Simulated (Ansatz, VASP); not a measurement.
**Two plane-wave programs on In**

```
In
1.0
     3.33139    0.00000    0.00000
    -1.66570    2.88507    0.00000
     0.00000    0.00000   10.88033
In
4
Direct
  0.00000 0.00000 0.00000
  0.00000 0.00000 0.50000
  0.33333 0.66667 0.25000
  0.66667 0.33333 0.75000
```

Alike in both runs: task relaxation of cell and atoms; functional PBE; k mesh 11 × 11 × 3; occupations fermi-dirac, width 0.1 eV; no spin polarisation.

```csv
,VASP,Ansatz
version,VASP 6.6.1,Ansatz 0.2.0
potentials or method,"VASP PAW PBE potentials, release 64 (In_d), cutoff 600 eV","plane waves (420 eV) with PAW, scalar-relativistic"
valence electrons in the cell,52,52
```

```tsv
	VASP	Ansatz	Ansatz less VASP
relaxed volume (Å³/atom)	27.50	27.52	+0.018
relaxed cell length with the largest relative difference (Å)	3.394	3.395	+0.0014
```
